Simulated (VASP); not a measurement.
# Ge (Fddd) in VASP: notebook

The runs below take Ge through single point, with r2SCAN.

Everything below comes from runs of VASP 6.6.1. Logs are shortened: lines on timing, memory, paths and dates and some standing lists are left out, and cuts for length are marked.

### Step 1. The cell of the first run

Symmetry: Fddd, No. 70, orthorhombic system. The conventional cell has a = 5.092 Å, b = 5.658 Å, c = 6.223 Å, α = 90.00°, β = 90.00°, γ = 90.00°. Ge (site symmetry 222) has 4 Ge at 2.46 Å within 3.2 Å.

### Step 2. Single point, r2SCAN (strain -0.1000 x Voigt [1, -1, 0, 0, 0, 0])

Input file POSCAR:

```
Ge
1.0
    0.0000000000      3.1116470000      2.8287700000
    2.5458930000      0.0000000000      2.8287700000
    2.5458930000      3.1116470000      0.0000000000
Ge
2
Direct
    0.5000000000      0.5000000000      0.5000000000
    0.7500000000      0.7500000000      0.7500000000
```

Input file INCAR.step1:

```
SYSTEM = Ge
ALGO = Normal ; EDIFF = 1E-4
ENCUT = 520 ; GGA = PE
ISMEAR = 0 ; LASPH = .TRUE.
LCHARG = .FALSE. ; LREAL = .FALSE.
LWAVE = .TRUE. ; NBANDS = 21
NELM = 80 ; PREC = Accurate
SIGMA = 0.05
```

Input file INCAR.step2:

```
SYSTEM = Ge
ALGO = Normal ; EDIFF = 1E-6
ENCUT = 520 ; ISIF = 2
ISMEAR = 0 ; ISTART = 1
LASPH = .TRUE. ; LCHARG = .FALSE.
LMIXTAU = .TRUE. ; LREAL = .FALSE.
LWAVE = .FALSE. ; METAGGA = R2SCAN
NBANDS = 21 ; NELM = 80
PREC = Accurate ; SIGMA = 0.05
```

Input file KPOINTS:

```
k-points
0
G
  10 10 10
  0 0 0
```

Potentials or basis: VASP PAW PBE potentials, release 64 (Ge_d).

On the command line:

```sh
$ cat potpaw_PBE.64/Ge_d/POTCAR > POTCAR
$ cp INCAR.step1 INCAR
$ mpirun -np 1 vasp_std > vasp.out
$ cp INCAR.step2 INCAR
$ mpirun -np 1 vasp_std > vasp.out
```

OUTCAR:

```text
SYSTEM = Ge
   EDIFF = 1E-6
   ENCUT = 520
   ISIF = 2
   ISMEAR = 0
   ISTART = 1
   LASPH = .TRUE.
   LREAL = .FALSE.
   METAGGA = R2SCAN
   NELM = 80
   PREC = Accurate

 ion  position               nearest neighbor table
   1  0.500  0.500  0.500-   2 2.46   2 2.46   2 2.46   2 2.46
   2  0.750  0.750  0.750-   1 2.46   1 2.46   1 2.46   1 2.46

  LATTYP: Found a face centered orthorhombic cell.
 ALAT       =     5.0917860000
 B/A-ratio  =     1.1111111111
 C/A-ratio  =     1.2222222222

  Lattice vectors:

 A1 = (   0.0000000000,   3.1116470000,  -2.8287700000)
 A2 = (   2.5458930000,   3.1116470000,   0.0000000000)
 A3 = (   2.5458930000,   0.0000000000,  -2.8287700000)

Analysis of symmetry for initial positions (statically):
=====================================================================
 Subroutine PRICEL returns:
 Original cell was already a primitive cell.

 Routine SETGRP: Setting up the symmetry group for a
 face centered orthorhombic supercell.

 Subroutine GETGRP returns: Found  8 space group operations
 (whereof  4 operations were pure point group operations)
 out of a pool of  8 trial point group operations.

The static configuration has the point symmetry D_2 .
 The point group associated with its full space group is D_2h.

Analysis of symmetry for dynamics (positions and initial velocities):
=====================================================================
 Subroutine PRICEL returns:
 Original cell was already a primitive cell.

 Routine SETGRP: Setting up the symmetry group for a
 face centered orthorhombic supercell.

 Subroutine GETGRP returns: Found  8 space group operations
 (whereof  4 operations were pure point group operations)
 out of a pool of  8 trial point group operations.

The dynamic configuration has the point symmetry D_2 .
 The point group associated with its full space group is D_2h.

 Subroutine INISYM returns: Found  8 space group operations
 (whereof  4 operations are pure point group operations),
 and found     1 'primitive' translations

----------------------------------------------------------------------------------------

                                     Primitive cell

  volume of cell :      44.8186

  direct lattice vectors                    reciprocal lattice vectors
     0.000000000  3.111647000  2.828770000    -0.196394742  0.160686607  0.176755268
     2.545893000  0.000000000  2.828770000     0.196394742 -0.160686607  0.176755268
     2.545893000  3.111647000  0.000000000     0.196394742  0.160686607 -0.176755268

  length of vectors
[... 76 lines left out ...]
   ISPIN  =      1    spin polarized calculation?
   LNONCOLLINEAR =      F non collinear calculations
   LSORBIT =      F    spin-orbit coupling
   LASPH  =      T    aspherical Exc in radial PAW
   ENCUT  =  520.0 eV  38.22 Ry    6.18 a.u.   7.82  7.08  7.48*2*pi/ulx,y,z
   NELM   =     80;   NELMIN=  2; NELMDL=  0     # of ELM steps
   EDIFF  = 0.1E-05   stopping-criterion for ELM
   LREAL  =      F    real-space projection
   EDIFFG = 0.1E-04   stopping-criterion for IOM
   NSW    =      0    number of steps for IOM
   IBRION =     -1    ionic relax: 0-MD 1-quasi-New 2-CG
   NFREE  =      0    steps in history (QN), initial steepest desc. (CG)
   ISIF   =      2    stress and relaxation
   ISYM   =      2    0-nonsym 1-usesym 2-fastsym
   POTIM  = 0.5000    time-step for ionic-motion
   TEBEG  =    0.0;   TEEND  =   0.0 temperature during run
   PSTRESS=    0.0 pullay stress
   NELECT =      28.0000    total number of electrons
   NUPDOWN=      -1.0000    fix difference up-down
   EMIN   =  10.00;   EMAX   =-10.00  energy-range for DOS
   EFERMI =   0.00;   METHOD = LEGACY
   ISMEAR =     0;   SIGMA  =   0.05  broadening in eV -4-tet -1-fermi 0-gaus
   EFERMI_NEDOS =   21; number of points for ismear=-14 and -15
   IALGO  =     38    algorithm
   IMIX   =      4    mixing-type and parameters
     AMIX     =   0.40;   BMIX     =  1.00
     AMIX_MAG =   1.60;   BMIX_MAG =  1.00
  volume/ion in A,a.u.               =      22.41       151.23
  Fermi-wavevector in a.u.,A,eV,Ry     =   1.399506  2.644683 26.648608  1.958617
  Thomas-Fermi vector in A             =   2.522559
   LORBIT       =      0    0 simple, 1 ext, 2 COOP (PROOUT), +10 PAW based schemes
   METAGGA = R2SCAN    functional components
   LHFCALC =     F    Hartree Fock is set to
   AEXX    =    0.0000 exact exchange contribution
   IVDW    =     0    specifies the selected vdW correction
   LEPSILON=     F    determine dielectric tensor
   LRPA    =     F    only Hartree local field effects (RPA)
 non-spin polarized calculation
 Gauss-broadening in eV      SIGMA  =   0.05
  energy-cutoff  :      520.00
  volume of cell :       44.82
 maximum number of plane-waves:      1228
   NGX = 15   NGY = 15   NGZ = 15

 number of electron      28.0000013 magnetization

 Free energy of the ion-electron system (eV)
  ---------------------------------------------------
  ext. energy  EPLUGINS =         0.00000000
  ---------------------------------------------------
  free energy    TOTEN  =       -27.51858682 eV

  energy without entropy =      -27.51837047  energy(sigma->0) =      -27.51847865

 E-fermi :   5.0071     XC(G=0): -10.9023

 val. band max:        4.9828806151   @ k =   0.1000   0.0000   0.1000
 cond. band min:       5.0692637940   @ k =   0.0000   0.0000   0.0000
 fundamental gap:      0.0863831789
 Fermi energy:         5.0071371647

 k-point     1 :       0.0000    0.0000    0.0000
  band No.  band energies     occupation
      1     -20.6278      2.00000
      2     -20.5940      2.00000
      3     -20.5766      2.00000
      4     -20.5701      2.00000
      5     -20.5504      2.00000
      6     -20.3932      2.00000
[... 565 lines left out ...]
     20      16.2769      0.00000
     21      17.8960      0.00000

 [... further k-points ...]
[... 5 lines left out ...]
  --------------------------------------------------------------------------------------
  -------------------------------------------------------------------------------------
  Total        2.0880712     -2.0254863      1.0169539      0.0000000      0.0000000      0.0000000
  in kB       74.6444935    -72.4072054     36.3541300      0.0000000      0.0000000      0.0000000
  external PRESSURE =      12.8638060 kB  Pullay stress =       0.0000000 kB

 VOLUME and BASIS-vectors are now :
 -----------------------------------------------------------------------------
  energy-cutoff  :      520.00
  volume of cell :       44.82
      direct lattice vectors                 reciprocal lattice vectors
     0.000000000  3.111647000  2.828770000    -0.196394742  0.160686607  0.176755268
     2.545893000  0.000000000  2.828770000     0.196394742 -0.160686607  0.176755268
     2.545893000  3.111647000  0.000000000     0.196394742  0.160686607 -0.176755268

 POSITION                                       TOTAL-FORCE (eV/Angst)
 -----------------------------------------------------------------------------------
      2.54589      3.11165      2.82877         0.000000     -0.000000     -0.000000
      3.81884      4.66747      4.24315         0.000000      0.000000      0.000000
 -----------------------------------------------------------------------------------
    total drift:                                0.000000     -0.000000      0.000000

  FREE ENERGIE OF THE ION-ELECTRON SYSTEM (eV)
  ---------------------------------------------------
  free  energy   TOTEN  =       -27.5185868228 eV

  energy  without entropy=      -27.5183704679  energy(sigma->0) =      -27.51847865
```

OSZICAR.step1:

```text
N       E                     dE             d eps       ncg     rms          rms(c)
DAV:   1     0.191049313030E+03    0.19105E+03   -0.14625E+04  8157   0.367E+03
DAV:   2     0.186993594211E+02   -0.17235E+03   -0.16678E+03  7212   0.612E+02
DAV:   3    -0.799584346469E+01   -0.26695E+02   -0.26510E+02  8222   0.143E+02
DAV:   4    -0.888364426212E+01   -0.88780E+00   -0.88723E+00  8212   0.307E+01
DAV:   5    -0.889825062627E+01   -0.14606E-01   -0.14606E-01  8182   0.432E+00    0.311E+00
DAV:   6    -0.884112914290E+01    0.57121E-01   -0.21222E-02  8447   0.165E+00    0.184E+00
DAV:   7    -0.881102173270E+01    0.30107E-01   -0.48484E-02  7633   0.224E+00    0.139E-01
DAV:   8    -0.881233895649E+01   -0.13172E-02   -0.64196E-03  8182   0.112E+00    0.508E-02
DAV:   9    -0.881251962514E+01   -0.18067E-03   -0.22282E-04  6539   0.129E-01    0.145E-02
DAV:  10    -0.881252453062E+01   -0.49055E-05   -0.21239E-05  4686   0.645E-02
   1 F= -.88125245E+01 E0= -.88122984E+01  d E =-.452357E-03
```

Wall time 2.8 min (1 thread of Intel Xeon 6975P-C (Granite Rapids), shared host); peak memory 0.26 GiB.

Results:

```
Free energy            : -27.5186 eV
Pressure               : 1.3 GPa
Band gap on the k mesh : zero (band 14 reaches 5.20 eV, above the bottom of band 15 at 4.71 eV)
```

Stress tensor (GPa, compression positive):
```
 7.46  0.00  0.00
 0.00 -7.24  0.00
 0.00  0.00  3.64
```

Levels at points of the mesh, in eV from the Fermi level:
```
           k point  band 10  band 11  band 12  band 13  band 14  band 15  band 16  band 17  band 18  band 19
(0.00, 0.00, 0.00)   -25.32   -13.44    -1.00     0.06     0.09     0.67     2.23     2.82     3.31     7.13
(0.50, 0.00, 0.00)   -25.29   -11.18    -7.98    -2.35    -0.77    -0.15     3.65     4.79     7.96    10.19
(0.50, 0.50, 0.00)   -25.31    -9.30    -9.30    -3.20    -3.20     0.94     0.94     8.42     8.42    10.31
(0.50, 0.00, 0.50)   -25.28    -9.82    -9.82    -2.52    -2.52     1.83     1.83     9.39     9.39    11.23
(0.00, 0.50, 0.50)   -25.34    -8.80    -8.80    -3.99    -3.99     0.10     0.10     9.52     9.52    11.56
```

Caveat: the cell differs from its parent crystal (strain -0.1000 x Voigt [1, -1, 0, 0, 0, 0]); the PAW data sets were made with another functional, which shifts forces and pressure a little.

### Step 3. Single point, r2SCAN (strain +0.0875 x Voigt [1, -1, 0, 0, 0, 0])

Input file POSCAR:

```
Ge
1.0
    0.0000000000      2.5812526250      2.8287700000
    3.0762873750      0.0000000000      2.8287700000
    3.0762873750      2.5812526250      0.0000000000
Ge
2
Direct
    0.5000000000      0.5000000000      0.5000000000
    0.7500000000      0.7500000000      0.7500000000
```

Input file INCAR.step1:

```
SYSTEM = Ge
ALGO     = Normal         ! electronic algorithm
EDIFF    = 1E-4           ! SCF threshold, eV
ENCUT    = 520            ! plane-wave cutoff, eV
GGA      = PE             ! functional
ISMEAR   = 0              ! smearing method
LASPH    = .TRUE.         ! aspherical terms in the spheres
LCHARG   = .FALSE.        ! write CHGCAR
LREAL    = .FALSE.        ! projectors in reciprocal space
LWAVE    = .TRUE.         ! write WAVECAR
NBANDS   = 21             ! bands
NELM     = 60             ! most SCF steps
PREC     = Accurate       ! precision mode
SIGMA    = 0.05           ! smearing width, eV
```

Input file INCAR.step2:

```
SYSTEM = Ge
ALGO     = Normal         ! electronic algorithm
EDIFF    = 1E-7           ! SCF threshold, eV
ENCUT    = 520            ! plane-wave cutoff, eV
ISIF     = 2              ! what is computed and relaxed
ISMEAR   = 0              ! smearing method
ISTART   = 1            
LASPH    = .TRUE.         ! aspherical terms in the spheres
LCHARG   = .FALSE.        ! write CHGCAR
LMIXTAU  = .TRUE.       
LREAL    = .FALSE.        ! projectors in reciprocal space
LWAVE    = .FALSE.        ! write WAVECAR
METAGGA  = R2SCAN         ! meta-GGA
NBANDS   = 21             ! bands
NELM     = 60             ! most SCF steps
PREC     = Accurate       ! precision mode
SIGMA    = 0.05           ! smearing width, eV
```

KPOINTS is that of step 2.

Potentials or basis: VASP PAW PBE potentials, release 64 (Ge_d).

On the command line:

```sh
$ cat potpaw_PBE.64/Ge_d/POTCAR > POTCAR
$ cp INCAR.step1 INCAR
$ mpirun -np 1 vasp_std > vasp.out
$ cp INCAR.step2 INCAR
$ mpirun -np 1 vasp_std > vasp.out
```

Wall time 3.7 min (1 thread of Intel Xeon 6975P-C (Granite Rapids), shared host); peak memory 0.26 GiB.

The run converged. Its results:

| Item | Value |
| --- | --- |
| Free energy | -27.5677 eV |
| Pressure | 1.2 GPa |
| Band gap on the k mesh | zero (band 14 reaches 5.12 eV, above the bottom of band 15 at 4.80 eV) |

Stress tensor (GPa, compression positive):
```
-6.25  0.00  0.00
 0.00  6.78  0.00
 0.00  0.00  3.04
```

Levels at points of the mesh, in eV from the Fermi level:
```
           k point  band 12  band 13  band 14  band 15  band 16  band 17
(0.00, 0.00, 0.00)    -0.94    -0.04     0.07     0.51     2.19     2.70
(0.50, 0.00, 0.00)    -8.04    -2.33    -0.94    -0.12     3.59     4.58
(0.50, 0.50, 0.00)    -9.37    -3.30    -3.30     0.86     0.86     8.63
(0.50, 0.00, 0.50)    -8.93    -3.98    -3.98     0.12     0.12     9.55
(0.00, 0.50, 0.50)    -9.83    -2.70    -2.70     1.63     1.63     9.43
```

Caveat: the cell differs from its parent crystal (strain +0.0875 x Voigt [1, -1, 0, 0, 0, 0]); the PAW data sets were made with another functional, which shifts forces and pressure a little.

### Step 4. Single point, r2SCAN (strain +0.0750 x Voigt [1, -1, 0, 0, 0, 0])

Input file POSCAR:

```
Ge
1.0
    0.0000000000      2.6166122500      2.8287700000
    3.0409277500      0.0000000000      2.8287700000
    3.0409277500      2.6166122500      0.0000000000
Ge
2
Direct
    0.5000000000      0.5000000000      0.5000000000
    0.7500000000      0.7500000000      0.7500000000
```

Input file INCAR.step1:

```
SYSTEM = Ge
PREC     = Accurate       ! precision mode
ENCUT    = 520            ! plane-wave cutoff, eV
ISMEAR   = 0              ! smearing method
SIGMA    = 0.05           ! smearing width, eV
LREAL    = .False.        ! projectors in reciprocal space
LASPH    = .True.         ! aspherical terms in the spheres
NELM     = 100            ! most SCF steps
NBANDS   = 21             ! bands
GGA      = PE             ! functional
ALGO     = Normal         ! electronic algorithm
EDIFF    = 1E-4           ! SCF threshold, eV
LWAVE    = .True.         ! write WAVECAR
LCHARG   = .False.        ! write CHGCAR
```

Input file INCAR.step2:

```
SYSTEM = Ge
PREC     = Accurate       ! precision mode
ENCUT    = 520            ! plane-wave cutoff, eV
EDIFF    = 1E-6           ! SCF threshold, eV
ISMEAR   = 0              ! smearing method
SIGMA    = 0.05           ! smearing width, eV
LREAL    = .False.        ! projectors in reciprocal space
LASPH    = .True.         ! aspherical terms in the spheres
NELM     = 100            ! most SCF steps
ALGO     = Normal         ! electronic algorithm
ISIF     = 2              ! what is computed and relaxed
LWAVE    = .False.        ! write WAVECAR
LCHARG   = .False.        ! write CHGCAR
METAGGA  = R2SCAN         ! meta-GGA
LMIXTAU  = .True.       
NBANDS   = 21             ! bands
ISTART   = 1
```

Input file KPOINTS:

```
regular mesh
0
Gamma
  10 10 10
  0 0 0
```

On the command line:

```sh
$ cat potpaw_PBE.64/Ge_d/POTCAR > POTCAR
$ cp INCAR.step1 INCAR
$ mpirun -np 1 vasp_std > vasp.out
$ cp INCAR.step2 INCAR
$ mpirun -np 1 vasp_std > vasp.out
```

It took 3.6 min on 1 thread of Intel Xeon 6975P-C (Granite Rapids), shared host; peak memory 0.26 GiB.

It converged, with:

```yaml
Free_energy: -27.6117 eV
Pressure: 1.1 GPa
Band_gap_on_the_k_mesh: zero (band 14 reaches 5.15 eV, above the bottom of band 15 at 4.90 eV)
```

Stress tensor (GPa, compression positive):
```
-5.50  0.00  0.00
 0.00  6.23  0.00
 0.00  0.00  2.50
```

Levels at points of the mesh, in eV from the Fermi level:
```tsv
k point	band 10	band 11	band 12	band 13	band 14	band 15	band 16	band 17	band 18	band 19
(0.00, 0.00, 0.00)	-25.38	-13.49	-0.82	-0.08	0.12	0.41	2.22	2.66	3.04	6.99
(0.50, 0.00, 0.00)	-25.36	-11.26	-8.04	-2.24	-1.04	-0.02	3.61	4.45	7.71	10.34
(0.50, 0.50, 0.00)	-25.36	-9.37	-9.37	-3.32	-3.32	0.84	0.84	8.90	8.90	10.86
(0.50, 0.00, 0.50)	-25.39	-9.00	-9.00	-3.90	-3.90	0.21	0.21	9.65	9.65	11.79
(0.00, 0.50, 0.50)	-25.34	-9.77	-9.77	-2.80	-2.80	1.50	1.50	9.54	9.54	11.47
```

Caveat: the cell differs from its parent crystal (strain +0.0750 x Voigt [1, -1, 0, 0, 0, 0]); the PAW data sets were made with another functional, which shifts forces and pressure a little.

### Step 5. Single point, r2SCAN (strain +0.0625 x Voigt [1, -1, 0, 0, 0, 0])

Input file POSCAR:

```
Ge
1.0
    0.0000000000      2.6519718750      2.8287700000
    3.0055681250      0.0000000000      2.8287700000
    3.0055681250      2.6519718750      0.0000000000
Ge
2
Direct
    0.5000000000      0.5000000000      0.5000000000
    0.7500000000      0.7500000000      0.7500000000
```

Input file INCAR.step1:

```
SYSTEM = Ge
ALGO = Normal
EDIFF = 1E-4
ENCUT = 520
GGA = PE
ISMEAR = 0
LASPH = .TRUE.
LCHARG = .FALSE.
LREAL = .FALSE.
LWAVE = .TRUE.
NBANDS = 21
NELM = 80
PREC = Accurate
SIGMA = 0.05
```

Input file INCAR.step2:

```
SYSTEM = Ge
ALGO = Normal
EDIFF = 1E-7
ENCUT = 520
ISIF = 2
ISMEAR = 0
ISTART = 1
LASPH = .TRUE.
LCHARG = .FALSE.
LMIXTAU = .TRUE.
LREAL = .FALSE.
LWAVE = .FALSE.
METAGGA = R2SCAN
NBANDS = 21
NELM = 80
PREC = Accurate
SIGMA = 0.05
```

Input file KPOINTS:

```
k-points
0
G
  10 10 10
  0 0 0
```

On the command line:

```sh
$ cat potpaw_PBE.64/Ge_d/POTCAR > POTCAR
$ cp INCAR.step1 INCAR
$ mpirun -np 1 vasp_std > vasp.out
$ cp INCAR.step2 INCAR
$ mpirun -np 1 vasp_std > vasp.out
```

Wall time 4.5 min (1 thread of Intel Xeon 6975P-C (Granite Rapids), shared host); peak memory 0.26 GiB.

The run converged. Its results:

```yaml
Free_energy: -27.6506 eV
Pressure: 0.9 GPa
Band_gap_on_the_k_mesh: zero (band 14 reaches 5.17 eV, above the bottom of band 15 at 5.00 eV)
```

Stress tensor (GPa, compression positive):
```
-4.67  0.00  0.00
 0.00  5.44  0.00
 0.00  0.00  1.92
```

Levels at points of the mesh, in eV from the Fermi level:
| k point | band 10 | band 11 | band 12 | band 13 | band 14 | band 15 | band 16 | band 17 | band 18 | band 19 |
| --- | --- | --- | --- | --- | --- | --- | --- | --- | --- | --- |
| (0.00, 0.00, 0.00) | -25.37 | -13.48 | -0.70 | -0.10 | 0.16 | 0.33 | 2.27 | 2.63 | 2.95 | 6.96 |
| (0.50, 0.00, 0.00) | -25.35 | -11.26 | -8.03 | -2.14 | -1.13 | 0.07 | 3.63 | 4.32 | 7.65 | 10.48 |
| (0.50, 0.50, 0.00) | -25.35 | -9.37 | -9.37 | -3.34 | -3.34 | 0.84 | 0.84 | 9.17 | 9.17 | 11.17 |
| (0.50, 0.00, 0.50) | -25.37 | -9.05 | -9.05 | -3.81 | -3.81 | 0.31 | 0.31 | 9.75 | 9.75 | 11.93 |
| (0.00, 0.50, 0.50) | -25.33 | -9.70 | -9.70 | -2.90 | -2.90 | 1.38 | 1.38 | 9.65 | 9.65 | 11.62 |

Caveat: the cell differs from its parent crystal (strain +0.0625 x Voigt [1, -1, 0, 0, 0, 0]); the PAW data sets were made with another functional, which shifts forces and pressure a little.

### Step 6. The runs side by side

```tsv
cell	gap on the mesh (eV)	pressure (GPa)
a = 4.205, b = 3.806, c = 4.020 Å, angles 64.9, 55.1, 60.0°, 2 atoms	none	1.3
a = 3.829, b = 4.179, c = 4.016 Å, angles 55.7, 64.3, 60.0°, 2 atoms	none	1.2
a = 3.853, b = 4.153, c = 4.012 Å, angles 56.3, 63.7, 60.0°, 2 atoms	none	1.1
a = 3.877, b = 4.127, c = 4.008 Å, angles 56.9, 63.1, 60.0°, 2 atoms	none	0.9
```

Alike in all rows: task single point; level r2SCAN; potentials or basis VASP PAW PBE potentials, release 64 (Ge_d); no spin polarisation; k mesh 10 × 10 × 10; cutoff (eV) 520; smearing gaussian 0.05 eV.

Caveats: the PAW data sets were made with another functional, which shifts forces and pressure a little.

Total energies depend on the potentials used, so only differences within one code and one set of settings carry meaning.
